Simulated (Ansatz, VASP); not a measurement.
**GaSb: VASP beside Ansatz**

File INCAR:

```
  PREC = Accurate
  ENCUT = 500
  EDIFF = 1E-6
  ISMEAR = 1
  SIGMA = 0.05
  LREAL = F
  LASPH = T
  NELM = 120
  ALGO = Normal
  ISIF = 2
  LWAVE = F
  LCHARG = T
  GGA = PS
  LELF = T
  LVHAR = T
  NBANDS = 16
  GGA_COMPAT = F
```

KPOINTS

```
regular mesh
0
Gamma
  6 6 6
```

Contents of POSCAR:

```
GaSb
1.0
   -2.7534340000      2.7534340000      1.5907070000
    2.7534340000     -2.7534340000      1.5907070000
    2.7534340000      2.7534340000     -1.5907070000
Ga Sb
1 1
Direct
    0.2500000000      0.7500000000      0.5000000000
    0.0000000000      0.0000000000      0.0000000000
```

Input for Ansatz:

```yaml
crystal:
  lattice:
    - [-2.753434, 2.753434, 1.590707]
    - [2.753434, -2.753434, 1.590707]
    - [2.753434, 2.753434, -1.590707]
  atoms:
    - { symbol: Ga, position: [0.25, 0.75, 0.5] }
    - { symbol: Sb, position: [0.0, 0.0, 0.0] }
basis:
  ecutwfc: 550.0
kpoints:
  mp_grid:
    grid: [6, 6, 6]
hamiltonian:
  xc: pbesol
  pseudopotentials:
    kind: paw
scf:
  occupations:
    method: methfessel_paxton
    width: 0.05
output:
  stress: true
```

Alike in both runs: task single point; functional PBEsol; k mesh 6 × 6 × 6; occupations methfessel-paxton of order 1, width 0.05 eV; no spin polarisation.

|  | VASP | Ansatz |
| --- | --- | --- |
| version | VASP 6.6.1 | Ansatz 0.2.0 |
| potentials or method | VASP PAW PBE potentials, release 64 (Ga_d, Sb), cutoff 500 eV | plane waves, PAW |
| valence electrons in the cell | 18 | 28 |

```csv
,VASP,Ansatz,Ansatz less VASP
pressure (GPa),-2.7,-2.6,+0.05
"traceless stress, the component that is largest in VASP (GPa)",-1.99,-1.97,+0.027
```

VASP's potentials were made for PBE, not for PBEsol. VASP's potentials hold 18 valence electrons a cell and Ansatz's 28, so a difference there can come from the potentials and not from the codes.

The k mesh is coarse, so the values compare programs but aren't converged. Spin-orbit coupling is off throughout.
